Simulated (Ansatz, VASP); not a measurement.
Ca in VASP and in Ansatz

```
Ca
1.0
     3.56917    0.00000    0.00000
     0.00000    3.56917    0.00000
     0.00000    0.00000    3.56917
Ca
1
Direct
  0.00000 0.00000 0.00000
```

Alike in both runs: task single point; functional PBEsol; k mesh 12 × 12 × 12; occupations gaussian, width 0.1 eV; no spin polarisation.

|  | VASP | Ansatz |
| --- | --- | --- |
| version | VASP 6.6.1 | Ansatz 0.2.0 |
| potentials or method | VASP PAW PBE potentials, release 64 (Ca_sv), cutoff 520 eV | scalar-relativistic, plane waves, PAW |
| valence electrons in the cell | 10 | 10 |

|  | VASP | Ansatz | Ansatz less VASP |
| --- | --- | --- | --- |
| gap on the k mesh at the Fermi level (eV) | none | none | - |
| pressure (GPa) | -1.0 | -1.0 | +0.01 |

VASP's potentials were made for PBE, not for PBEsol. A gap of «none» marks a metal or a gap that the smearing closes. With one functional, cell and mesh, what is left measures potentials, basis and numerics.
